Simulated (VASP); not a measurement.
# Ge in VASP: a series of runs

Runs on Ge. Level: PBEsol. Tasks: single point.

Program: VASP 6.6.1. These are calculated values, not measurements. Logs are shortened: lines on timing, memory, paths and dates and some standing lists are left out, and cuts for length are marked.

**1. The cell of the first run**

It takes space group R-3m (No. 166, trigonal). Conventional cell: a = 4.040 Å, b = 4.040 Å, c = 9.603 Å, α = 90.00°, β = 90.00°, γ = 120.00°. Within 3.2 Å of Ge (site symmetry 3m) lie 4 Ge at 2.40 to 2.47 Å.

**2. Single point, PBEsol (equal xy, yz and zx shear strains of -2 %)**

INCAR reads:

```
SYSTEM = Ge
PREC = Accurate
ENCUT = 520
EDIFF = 1E-7
ISMEAR = -1
SIGMA = 0.05
LREAL = .False.
LASPH = .True.
NELM = 100
ALGO = Normal
ISIF = 2
LWAVE = .False.
LCHARG = .True.
GGA = PS
LELF = .True.
LVHAR = .True.
NBANDS = 21
```

KPOINTS reads:

```
Automatic mesh
0
Gamma
  11 11 11
  0 0 0
```

POSCAR reads:

```
Ge
1.0
   -0.0565754000      2.8004823000      2.8004823000
    2.8004823000     -0.0565754000      2.8004823000
    2.8004823000      2.8004823000     -0.0565754000
Ge
2
Direct
    0.5000000000      0.5000000000      0.5000000000
    0.7500000000      0.7500000000      0.7500000000
```

Potentials or basis: VASP PAW PBE potentials, release 64 (Ge_d).

Command:

```
$ cat potpaw_PBE.64/Ge_d/POTCAR > POTCAR
$ mpirun -np 1 vasp_std > vasp.out
```

OUTCAR:

```text
SYSTEM = Ge
   PREC = Accurate
   ENCUT = 520
   EDIFF = 1E-7
   ISMEAR = -1
   LREAL = .False.
   LASPH = .True.
   NELM = 100
   ISIF = 2
   GGA = PS

 ion  position               nearest neighbor table
   1  0.500  0.500  0.500-   2 2.40   2 2.47   2 2.47   2 2.47
   2  0.750  0.750  0.750-   1 2.40   1 2.47   1 2.47   1 2.47

  LATTYP: Found a trigonal (rhomboedric) cell.
 ALAT       =     3.9608841186
 COS(alpha) =     0.4797000918

  Lattice vectors:

 A1 = (  -0.0565754000,   2.8004823000,   2.8004823000)
 A2 = (   2.8004823000,  -0.0565754000,   2.8004823000)
 A3 = (   2.8004823000,   2.8004823000,  -0.0565754000)

Analysis of symmetry for initial positions (statically):
=====================================================================
 Subroutine PRICEL returns:
 Original cell was already a primitive cell.

 Routine SETGRP: Setting up the symmetry group for a
 trigonal (rhombohedral) supercell.

 Subroutine GETGRP returns: Found 12 space group operations
 (whereof  6 operations were pure point group operations)
 out of a pool of 12 trial point group operations.

The static configuration has the point symmetry C_3v.
 The point group associated with its full space group is D_3d.

Analysis of symmetry for dynamics (positions and initial velocities):
=====================================================================
 Subroutine PRICEL returns:
 Original cell was already a primitive cell.

 Routine SETGRP: Setting up the symmetry group for a
 trigonal (rhombohedral) supercell.

 Subroutine GETGRP returns: Found 12 space group operations
 (whereof  6 operations were pure point group operations)
 out of a pool of 12 trial point group operations.

The dynamic configuration has the point symmetry C_3v.
 The point group associated with its full space group is D_3d.

 Subroutine INISYM returns: Found 12 space group operations
 (whereof  6 operations are pure point group operations),
 and found     1 'primitive' translations

----------------------------------------------------------------------------------------

                                     Primitive cell

  volume of cell :      45.2576

  direct lattice vectors                    reciprocal lattice vectors
    -0.056575400  2.800482300  2.800482300    -0.173219449  0.176790984  0.176790984
[... 80 lines left out ...]
   ISPIN  =      1    spin polarized calculation?
   LNONCOLLINEAR =      F non collinear calculations
   LSORBIT =      F    spin-orbit coupling
   LASPH  =      T    aspherical Exc in radial PAW
   ENCUT  =  520.0 eV  38.22 Ry    6.18 a.u.   7.36  7.36  7.36*2*pi/ulx,y,z
   NELM   =    100;   NELMIN=  2; NELMDL= -5     # of ELM steps
   EDIFF  = 0.1E-06   stopping-criterion for ELM
   LREAL  =      F    real-space projection
   EDIFFG = 0.1E-05   stopping-criterion for IOM
   NSW    =      0    number of steps for IOM
   IBRION =     -1    ionic relax: 0-MD 1-quasi-New 2-CG
   NFREE  =      0    steps in history (QN), initial steepest desc. (CG)
   ISIF   =      2    stress and relaxation
   ISYM   =      2    0-nonsym 1-usesym 2-fastsym
   POTIM  = 0.5000    time-step for ionic-motion
   TEBEG  =    0.0;   TEEND  =   0.0 temperature during run
   PSTRESS=    0.0 pullay stress
   NELECT =      28.0000    total number of electrons
   NUPDOWN=      -1.0000    fix difference up-down
   EMIN   =  10.00;   EMAX   =-10.00  energy-range for DOS
   EFERMI =   0.00;   METHOD = LEGACY
   ISMEAR =    -1;   SIGMA  =   0.05  broadening in eV -4-tet -1-fermi 0-gaus
   EFERMI_NEDOS =   21; number of points for ismear=-14 and -15
   IALGO  =     38    algorithm
   IMIX   =      4    mixing-type and parameters
     AMIX     =   0.40;   BMIX     =  1.00
     AMIX_MAG =   1.60;   BMIX_MAG =  1.00
  volume/ion in A,a.u.               =      22.63       152.71
  Fermi-wavevector in a.u.,A,eV,Ry     =   1.394966  2.636103 26.475984  1.945930
  Thomas-Fermi vector in A             =   2.518464
   LORBIT       =      0    0 simple, 1 ext, 2 COOP (PROOUT), +10 PAW based schemes
   GGA     = PS    functional components
   LHFCALC =     F    Hartree Fock is set to
   AEXX    =    0.0000 exact exchange contribution
   IVDW    =     0    specifies the selected vdW correction
   LEPSILON=     F    determine dielectric tensor
   LRPA    =     F    only Hartree local field effects (RPA)
 non-spin polarized calculation
  energy-cutoff  :      520.00
  volume of cell :       45.26
 maximum number of plane-waves:      1239
 NGX is ok and might be reduce to    30
   NGX = 15   NGY = 15   NGZ = 15

 number of electron      28.0000012 magnetization

 Free energy of the ion-electron system (eV)
  ---------------------------------------------------
  ext. energy  EPLUGINS =         0.00000000
  ---------------------------------------------------
  free energy    TOTEN  =        -9.85774793 eV

  energy without entropy =       -9.85710009  energy(sigma->0) =       -9.85742401

 E-fermi :   4.8440     XC(G=0): -10.1310

 val. band max:        4.8276912277   @ k =   0.0000   0.0000   0.0000
 cond. band min:       4.8527334748   @ k =   0.0000   0.0000   0.0000
 fundamental gap:      0.0250422471
 Fermi energy:         4.8440461588

 k-point     1 :       0.0000    0.0000    0.0000
  band No.  band energies     occupation
      1     -19.9233      2.00000
      2     -19.8895      2.00000
      3     -19.8895      2.00000
      4     -19.8640      2.00000
      5     -19.8640      2.00000
      6     -19.6615      2.00000
[... 565 lines left out ...]
     20      14.2673      0.00000
     21      14.4634      0.00000

 [... further k-points ...]

------------------------ aborting loop because EDIFF is reached ----------------------------------------

  FORCE on cell =-STRESS in cart. coord.  units (eV):
  Direction    XX          YY          ZZ          XY          YZ          ZX
  --------------------------------------------------------------------------------------
  -------------------------------------------------------------------------------------
  Total        0.2133625      0.2133625      0.2133625      0.4866465      0.4866465      0.4866465
  in kB        7.5533035      7.5533035      7.5533035     17.2279055     17.2279055     17.2279055
  external PRESSURE =       7.5533035 kB  Pullay stress =       0.0000000 kB

 VOLUME and BASIS-vectors are now :
 -----------------------------------------------------------------------------
  energy-cutoff  :      520.00
  volume of cell :       45.26
      direct lattice vectors                 reciprocal lattice vectors
    -0.056575400  2.800482300  2.800482300    -0.173219449  0.176790984  0.176790984
     2.800482300 -0.056575400  2.800482300     0.176790984 -0.173219449  0.176790984
     2.800482300  2.800482300 -0.056575400     0.176790984  0.176790984 -0.173219449

 POSITION                                       TOTAL-FORCE (eV/Angst)
 -----------------------------------------------------------------------------------
      2.77219      2.77219      2.77219        -0.196148     -0.196148     -0.196148
      4.15829      4.15829      4.15829         0.196148      0.196148      0.196148
 -----------------------------------------------------------------------------------
    total drift:                                0.000000     -0.000000     -0.000000

  FREE ENERGIE OF THE ION-ELECTRON SYSTEM (eV)
  ---------------------------------------------------
  free  energy   TOTEN  =        -9.8577479257 eV

  energy  without entropy=       -9.8571000901  energy(sigma->0) =       -9.85742401
```

Wall time 3.9 min (1 thread of AMD EPYC, shared host); peak memory 0.21 GiB.

Results:

```
Free energy            : -9.8577 eV
Pressure               : 0.8 GPa
Largest force          : 0.340 eV/Å
Band gap on the k mesh : zero (bands 14 and 15 overlap by 0.08 eV)
```

Forces in eV/Å, atoms in the order of the input:
```
Ge  -0.196 -0.196 -0.196
Ge   0.196  0.196  0.196
```

Stress tensor (GPa, compression positive):
```
0.76 1.72 1.72
1.72 0.76 1.72
1.72 1.72 0.76
```

Caveat: the cell differs from its parent crystal (equal xy, yz and zx shear strains of -2 %); semilocal functionals underestimate gaps, so a narrow gap can read as zero; the PAW data sets were made with another functional, which shifts forces and pressure a little.

**3. Single point, PBEsol (equal xy, yz and zx shear strains of -1 %)**

INCAR reads:

```
PREC = Accurate
ENCUT = 520
EDIFF = 1E-6
ISMEAR = -1
SIGMA = 0.05
LREAL = False
LASPH = True
NELM = 60
ALGO = Normal
ISIF = 2
LWAVE = False
LCHARG = False
GGA = PS
NBANDS = 21
```

KPOINTS reads:

```
regular mesh
0
Gamma
  11 11 11
```

POSCAR reads:

```
Ge
1.0
   -0.0282877000      2.8146261500      2.8146261500
    2.8146261500     -0.0282877000      2.8146261500
    2.8146261500      2.8146261500     -0.0282877000
Ge
2
Direct
    0.5000000000      0.5000000000      0.5000000000
    0.7500000000      0.7500000000      0.7500000000
```

Potentials or basis: VASP PAW PBE potentials, release 64 (Ge_d).

Command:

```
$ cat potpaw_PBE.64/Ge_d/POTCAR > POTCAR
$ mpirun -np 1 vasp_std > vasp.out
```

Run time: 3 min. Hardware: 1 thread of AMD EPYC, shared host; peak memory 0.21 GiB.

The run converged. Its results:

```yaml
Free_energy: -9.8687 eV
Pressure: 0.3 GPa
Largest_force: 0.160 eV/Å
Band_gap_on_the_k_mesh: 0.02 eV
```

Forces on the atoms (eV/Å):
```
Ge  -0.092 -0.092 -0.092
Ge   0.092  0.092  0.092
```

Stress tensor (GPa, compression positive):
```
0.34 0.84 0.84
0.84 0.34 0.84
0.84 0.84 0.34
```

Levels at points of the mesh, in eV from the valence-band top:
```
           k point  band 12  band 13  band 14  band 15  band 16  band 17
(0.00, 0.00, 0.00)    -0.01     0.00     0.00     0.02     2.46     2.46
```

Caveat: the cell differs from its parent crystal (equal xy, yz and zx shear strains of -1 %); the PAW data sets were made with another functional, which shifts forces and pressure a little; an odd mesh through Γ misses points on the zone boundary, where band edges can lie.

**4. Single point, PBEsol (equal xy, yz and zx shear strains of +1 %)**

INCAR reads:

```
PREC = Accurate ; ENCUT = 520
EDIFF = 1E-7 ; ISMEAR = -1
SIGMA = 0.05 ; LREAL = False
LASPH = True ; NELM = 100
ALGO = Normal ; ISIF = 2
LWAVE = False ; LCHARG = False
GGA = PS ; NBANDS = 21
```

KPOINTS reads:

```
Automatic mesh
0
Gamma
  11 11 11
```

POSCAR reads:

```
Ge
1.0
    0.0282877000      2.8429138500      2.8429138500
    2.8429138500      0.0282877000      2.8429138500
    2.8429138500      2.8429138500      0.0282877000
Ge
2
Direct
    0.5000000000      0.5000000000      0.5000000000
    0.7500000000      0.7500000000      0.7500000000
```

Command:

```
$ cat potpaw_PBE.64/Ge_d/POTCAR > POTCAR
$ mpirun -np 1 vasp_std > vasp.out
```

It took 3.9 min on 1 thread of AMD EPYC, shared host; peak memory 0.21 GiB.

The run converged. Its results:

```yaml
Free_energy: -9.8688 eV
Pressure: 0.6 GPa
Largest_force: 0.142 eV/Å
Band_gap_on_the_k_mesh: zero (filled and empty bands touch)
```

Forces in eV/Å, atoms in the order of the input:
```
Ge   0.082  0.082  0.082
Ge  -0.082 -0.082 -0.082
```

Stress tensor (GPa, compression positive):
```
 0.59 -0.81 -0.81
-0.81  0.59 -0.81
-0.81 -0.81  0.59
```

Levels at points of the mesh, in eV from the Fermi level:
```csv
k point,band 10,band 11,band 12,band 13,band 14,band 15,band 16,band 17,band 18,band 19
"(0.00, 0.00, 0.00)",-24.52,-12.81,-0.03,-0.03,-0.01,-0.01,2.38,2.59,2.59,6.21
```

Caveat: the cell differs from its parent crystal (equal xy, yz and zx shear strains of +1 %); semilocal functionals underestimate gaps, so a narrow gap can read as zero; the PAW data sets were made with another functional, which shifts forces and pressure a little.

[end of part 1 of 3]
